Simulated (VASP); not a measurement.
Set up this calculation in VASP 6.6.1, as the native input.

```
Task                   : relaxation of cell and atoms
Functional             : PBE
Potentials or basis    : VASP PAW PBE potentials, release 64 (B, P)
Cutoff                 : 500 eV
k mesh                 : 16 × 16 × 16
Occupations            : fermi-dirac, width 0.05 eV
Spin                   : no spin polarisation
Target pressure        : 14 GPa
Dipole correction      : no
Further INCAR settings : ALGO = Normal; EDIFF = 1e-07; IBRION = 2; EDIFFG = -0.005; NSW = 32; ISIF = 3
```

The structure of BP (rocksalt type) lies in POSCAR:

```
BP
1.0
    0.0000000000      2.1071658024      2.1071658024
    2.1071658024      0.0000000000      2.1071658024
    2.1071658024      2.1071658024      0.0000000000
B P
1 1
Direct
    0.0000000000      0.0000000000      0.0000000000
    0.5000000000      0.5000000000      0.5000000000
```

The input as run:

INCAR

```
SYSTEM = BP
PREC     = Accurate       ! precision mode
ENCUT    = 500            ! plane-wave cutoff, eV
EDIFF    = 1E-7           ! SCF threshold, eV
ISMEAR   = -1             ! smearing method
SIGMA    = 0.05           ! smearing width, eV
LREAL    = .False.        ! projectors in reciprocal space
LASPH    = .True.         ! aspherical terms in the spheres
NELM     = 120            ! most SCF steps
ALGO     = Normal         ! electronic algorithm
ISIF     = 3              ! what is computed and relaxed
LWAVE    = .False.        ! write WAVECAR
LCHARG   = .False.        ! write CHGCAR
GGA      = PE             ! functional
IBRION   = 2              ! ionic algorithm
NSW      = 32             ! ionic steps
EDIFFG   = -0.005         ! ionic threshold
PSTRESS  = 140.0        
GGA_COMPAT= .False.      
NELMIN   = 4
```

KPOINTS

```
Automatic mesh
0
Gamma
  16 16 16
  0 0 0
```

Potentials or basis: VASP PAW PBE potentials, release 64 (B, P).

The run is started by

```console
$ cat potpaw_PBE.64/B/POTCAR potpaw_PBE.64/P/POTCAR > POTCAR
$ mpirun -np 1 vasp_std > vasp.out
```

Results of the run:

The relaxed volume is 9.34 Å³/atom and the relaxed cell is a = 2.979 Å, b = 2.979 Å, c = 2.979 Å, α = 60.00°, β = 60.00°, γ = 60.00°. The space group after relaxing (to 0.1 Å) is Fm-3m (No. 225). The energy change on relaxing (the run minimises the enthalpy) is +1.1 meV/atom and the ionic steps are 3. The pressure after relaxing is 14.0 GPa. The band gap on the k mesh is zero (bands 4 and 5 overlap by 3.89 eV).

Caveat: the cell is relaxed towards a set pressure, so the run minimises the enthalpy, not the energy.

Run time: 44 s on 1 thread of Intel Xeon 8259CL, with other jobs on the host, peak memory 0.15 GiB.
